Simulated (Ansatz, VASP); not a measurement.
## One calculation of Hf, two programs

```
Hf
1.0
     5.24322    0.00000    0.00000
    -2.62161    4.54076    0.00000
     0.00000    0.00000    8.66548
Hf
4
Direct
  0.33333 0.66667 0.06293
  0.66667 0.33333 0.56293
  0.33333 0.66667 0.43707
  0.66667 0.33333 0.93707
```

Alike in both runs: task relaxation of cell and atoms; functional PBE; k mesh 9 × 9 × 6; occupations gaussian, width 0.1 eV; no spin polarisation.

|  | VASP | Ansatz |
| --- | --- | --- |
| version | VASP 6.6.1 | Ansatz 0.2.0 |
| potentials or method | VASP PAW PBE potentials, release 64 (Hf_pv), cutoff 600 eV | scalar-relativistic, plane waves, PAW |
| valence electrons in the cell | 40 | 104 |

```csv
,VASP,Ansatz,Ansatz less VASP
"gap on the k mesh at the Fermi level, each at its own relaxed structure (eV)",none,none,-
relaxed volume (Å³/atom),31.01,31.20,+0.196
relaxed cell length with the largest relative difference (Å),5.077,5.088,+0.0109
```

A gap of «none» marks a metal or a gap that the smearing closes. VASP's potentials hold 40 valence electrons a cell and Ansatz's 104, so a difference there can come from the potentials and not from the codes.

Neither program's run includes spin-orbit coupling. Noted on VASP's run: the volume moved by over 15 % at a fixed basis, so the end points are rough.
